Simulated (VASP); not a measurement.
Here is a VASP 6.6.1 calculation.

Contents of INCAR:

```
SYSTEM = ZrC
  PREC = Accurate
  ENCUT = 520
  EDIFF = 1E-6
  ISMEAR = 0
  SIGMA = 0.05
  LREAL = .FALSE.
  LASPH = .TRUE.
  NELM = 60
  ALGO = Normal
  ISIF = 2
  LWAVE = .FALSE.
  LCHARG = .TRUE.
  GGA = PE
  LELF = .TRUE.
  LVHAR = .TRUE.
  NBANDS = 15
```

The input KPOINTS:

```
Automatic mesh
0
G
  12 12 12
  0 0 0
```

File POSCAR:

```
ZrC
1.0
    0.0000000000      2.5181709341      2.5181709341
    2.5181709341      0.0000000000      2.5181709341
    2.5181709341      2.5181709341      0.0000000000
Zr C
1 1
Direct
    0.0000000000      0.0000000000      0.0000000000
    0.2500000000      0.2500000000      0.2500000000
```

Potentials or basis: VASP PAW PBE potentials, release 64 (Zr_sv, C).

The run is started by

```sh
$ cat potpaw_PBE.64/Zr_sv/POTCAR potpaw_PBE.64/C/POTCAR > POTCAR
$ mpirun -np 1 vasp_std > vasp.out
```

Q: What does it give for the pressure?

A: 5.1 GPa.

Q: What does it give for the band gap on the k mesh?

A: 0.47 eV, indirect (least direct gap 0.61 eV).

A k mesh can miss the band edges. As with any semilocal functional, this PBE gap is likely too small.
